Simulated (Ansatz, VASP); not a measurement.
La: VASP beside Ansatz

```xyz
1
Lattice="0.0000 2.6896 2.6896 2.6896 0.0000 2.6896 2.6896 2.6896 0.0000" Properties=species:S:1:pos:R:3 pbc="T T T"
La    0.0000    0.0000    0.0000
```

Alike in both runs: task single point; functional r2SCAN; k mesh 12 × 12 × 12; occupations fermi-dirac, width 0.1 eV; no spin polarisation.

```csv
,VASP,Ansatz
version,VASP 6.6.1,Ansatz 0.2.0
potentials or method,"VASP PAW PBE potentials, release 64 (La), cutoff 520 eV","plane waves (500 eV) with PAW, scalar-relativistic"
valence electrons in the cell,11,11
```

```tsv
	VASP	Ansatz	Ansatz less VASP
pressure (GPa)	-1.0	-1.1	-0.06
```

VASP's potentials were made for PBE, not for r2SCAN.

Neither program's run includes spin-orbit coupling.
